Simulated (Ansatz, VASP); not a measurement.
Two plane-wave programs on BiTe

Contents of POSCAR:

```
BiTe
1.0
    0.0000000000      3.3066585300      3.3066585300
    3.3066585300      0.0000000000      3.3066585300
    3.3066585300      3.3066585300      0.0000000000
Bi Te
1 1
Direct
    0.0000000000      0.0000000000      0.0000000000
    0.5000000000      0.5000000000      0.5000000000
```

File INCAR.step1:

```
PREC = Accurate
ENCUT = 520
ISMEAR = -1
SIGMA = 0.05
LREAL = F
LASPH = T
NELM = 60
NBANDS = 18
GGA = PE
ALGO = Normal
EDIFF = 1E-4
LWAVE = T
LCHARG = F
```

The input INCAR.step2:

```
PREC = Accurate
ENCUT = 520
EDIFF = 1E-8
ISMEAR = -1
SIGMA = 0.05
LREAL = F
LASPH = T
NELM = 60
ALGO = Normal
ISIF = 2
LWAVE = F
LCHARG = F
METAGGA = R2SCAN
LMIXTAU = T
LEFG = T
NBANDS = 18
ISTART = 1
```

Contents of KPOINTS:

```
Automatic mesh
0
Gamma
  10 10 10
```

Input for Ansatz:

```yaml
crystal:
  lattice:
    - [0.0, 3.30665853, 3.30665853]
    - [3.30665853, 0.0, 3.30665853]
    - [3.30665853, 3.30665853, 0.0]
  atoms:
    - { symbol: Bi, position: [0.0, 0.0, 0.0] }
    - { symbol: Te, position: [0.5, 0.5, 0.5] }
kpoints:
  mp_grid: { grid: [10, 10, 10] }
scf:
  occupations: { method: fermi_dirac, width: 0.05 }
hamiltonian:
  xc: r2scan
  pseudopotentials: { kind: paw }
output:
  forces: true
  stress: true
  eigenvalues: true
  efg: { contact_densities: true }
```

Change from the starting cell: volume scaled by 1.05, PAW files.

Alike in both runs: task electric field gradients; functional r2SCAN; k mesh 10 × 10 × 10; occupations fermi-dirac, width 0.05 eV; no spin polarisation.

|  | VASP | Ansatz |
| --- | --- | --- |
| version | VASP 6.6.1 | Ansatz 0.2.0 |
| potentials or method | VASP PAW PBE potentials, release 64 (Bi_d, Te) | PAW with Ansatz's default frozen-core files, scalar-relativistic |
| plane-wave cutoff (eV) | 520 | 500 |
| valence electrons in the cell | 21 | 31 |

```tsv
	VASP	Ansatz	Ansatz less VASP
pressure (GPa)	-2.9	-2.9	+0.03
```

VASP's potentials were made for PBE, not for r2SCAN. With one functional, cell and mesh, what is left measures potentials, basis and numerics. VASP's potentials hold 21 valence electrons a cell and Ansatz's 31, so a difference there can come from the potentials and not from the codes.

Neither program's run includes spin-orbit coupling.
